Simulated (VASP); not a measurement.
Here is a VASP 6.6.1 calculation.

File INCAR:

```
PREC = Accurate ; ENCUT = 600
EDIFF = 1E-7 ; ISMEAR = -1
SIGMA = 0.1 ; LREAL = F
LASPH = T ; NELM = 80
ALGO = Normal ; ISIF = 3
LWAVE = F ; LCHARG = F
GGA = PE ; IBRION = 2
NSW = 32 ; EDIFFG = -0.005
PSTRESS = 380.0
```

The input KPOINTS:

```
regular mesh
0
Gamma
  16 16 16
```

POSCAR

```
Ti
1.0
    2.3918880311      0.0000000000      0.0000000000
    0.0000000000      2.3918880311      0.0000000000
    0.0000000000      0.0000000000      2.3918880311
Ti
1
Direct
    0.0000000000      0.0000000000      0.0000000000
```

Potentials or basis: VASP PAW PBE potentials, release 64 (Ti_sv).

Command:

```sh
$ cat potpaw_PBE.64/Ti_sv/POTCAR > POTCAR
$ mpirun -np 1 vasp_std > vasp.out
```

Q: Estimate the band gap on the k mesh.

A: Zero (band 6 reaches 11.72 eV, above the bottom of band 7 at 8.83 eV).

Final structure:
```
Ti
1.0
     2.39189    0.00000    0.00000
     0.00000    2.39189    0.00000
     0.00000    0.00000    2.39189
Ti
1
Direct
  0.00000 0.00000 0.00000
```

Caveat: the relaxation stopped at its first step, so nothing moved; the cell is relaxed towards a set pressure, so the enthalpy falls and the energy may rise.
